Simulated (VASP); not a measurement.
A run of VASP 6.6.1 is set up as follows.

File POSCAR:

```
HfO2
1.0
   -2.5575000000     -2.5575000000      0.0000000000
    2.5575000000     -2.5575000000      0.0000000000
   -0.8526705000      0.0000000000     10.2300000000
Hf O
4 8
Direct
   -0.1562812500      0.1562812500      0.9375000000
    0.4687437500      0.5312562500      0.1875000000
   -0.0729312500      0.0729312500      0.4375000000
    0.3853937500      0.6146062500      0.6875000000
    0.4895812500      0.0104187500      0.0625000000
   -0.0520937500      0.5520937500      0.3125000000
    0.4062312500      0.0937687500      0.5625000000
   -0.1354437500      0.6354437500      0.8125000000
    0.4479062500      0.0520937500      0.3125000000
   -0.0937687500      0.5937687500      0.5625000000
    0.3645562500      0.1354437500      0.8125000000
   -0.0104187500      0.5104187500      0.0625000000
```

INCAR.step1

```
PREC = Accurate ; ENCUT = 520
ISMEAR = 0 ; SIGMA = 0.05
LREAL = F ; LASPH = T
NELM = 60 ; NBANDS = 56
GGA = PE ; ALGO = Normal
EDIFF = 1E-4 ; LWAVE = T
LCHARG = F
```

Contents of INCAR.step2:

```
PREC = Accurate ; ENCUT = 520
EDIFF = 1E-7 ; ISMEAR = 0
SIGMA = 0.05 ; LREAL = F
LASPH = T ; NELM = 60
ALGO = Normal ; ISIF = 2
LWAVE = F ; LCHARG = F
METAGGA = R2SCAN ; LMIXTAU = T
NBANDS = 56 ; ISTART = 1
```

File KPOINTS:

```
Automatic mesh
0
Gamma
  6 6 3
```

Potentials or basis: VASP PAW PBE potentials, release 64 (Hf_pv, O).

Command:

```console
$ cat potpaw_PBE.64/Hf_pv/POTCAR potpaw_PBE.64/O/POTCAR > POTCAR
$ cp INCAR.step1 INCAR
$ mpirun -np 1 vasp_std > vasp.out
$ cp INCAR.step2 INCAR
$ mpirun -np 1 vasp_std > vasp.out
```

(1) Predict the largest force.

(2) Predict the band gap on the k mesh.

(3) Estimate the pressure.

## Answers

(1) 8.019 eV/Å.

(2) 3.52 eV (least direct gap 3.76 eV).

(3) -3.6 GPa.

Caveat: the cell stands under tension; the PAW data sets were made with another functional, which shifts forces and pressure a little; spin-orbit coupling is left out, which moves the levels of the heavy elements; an odd mesh through Γ misses points on the zone boundary, where band edges can lie.
